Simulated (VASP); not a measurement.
# LiMgBN2: single point with PBEsol

The system is LiMgBN2.

```
Li Mg B N
1.0
    -1.97745    1.97745    4.77775
     1.97745   -1.97745    4.77775
     1.97745    1.97745   -4.77775
Li Mg B N
1 1 1 2
Direct
  0.25000 0.75000 0.50000
  0.75000 0.25000 0.50000
  0.50000 0.50000 0.00000
  0.65174 0.65174 0.00000
  0.34826 0.34826 0.00000
```

* Program: VASP 6.6.1
* Task: single point
* Functional: PBEsol
* Potentials or basis: VASP PAW PBE potentials, release 64 (Li_sv, Mg, B, N)
* Cutoff: 750 eV
* k mesh: 8 × 8 × 8
* Occupations: gaussian, width 0.05 eV
* Spin: no spin polarisation

The pressure is -15.2 GPa and the largest force is 3.226 eV/Å. The band gap on the k mesh is 2.12 eV (least direct gap 3.21 eV).

Forces in eV/Å, atoms in the order of the input:
```
Li   0.000  0.000  0.000
Mg   0.000  0.000  0.000
B    0.000  0.000  0.000
N    0.000  0.000 -3.226
N    0.000  0.000  3.226
```

Stress tensor (GPa, compression positive):
```
 -7.30   0.00   0.00
  0.00  -7.30   0.00
  0.00   0.00 -31.09
```

Levels at points of the mesh, in eV from the valence-band top:
| k point | band 7 | band 8 | band 9 | band 10 | band 11 | band 12 |
| --- | --- | --- | --- | --- | --- | --- |
| (0.00, 0.00, 0.00) | -1.73 | -1.17 | -1.17 | 2.12 | 5.46 | 6.69 |
| (0.50, 0.00, 0.00) | -1.94 | -1.14 | -0.53 | 4.63 | 5.09 | 6.14 |
| (0.50, 0.50, 0.00) | -2.50 | -1.75 | -0.44 | 4.68 | 4.77 | 5.77 |
| (0.50, 0.50, 0.50) | -2.43 | 0.00 | 0.00 | 3.32 | 5.26 | 5.65 |

Wall time 5.5 min on 1 thread of Intel Xeon 8259CL, on a shared host, peak memory 0.45 GiB.

Caveat: the cell stands under tension; the PAW data sets were made with another functional, which shifts forces and pressure a little. A k mesh can miss the band edges.
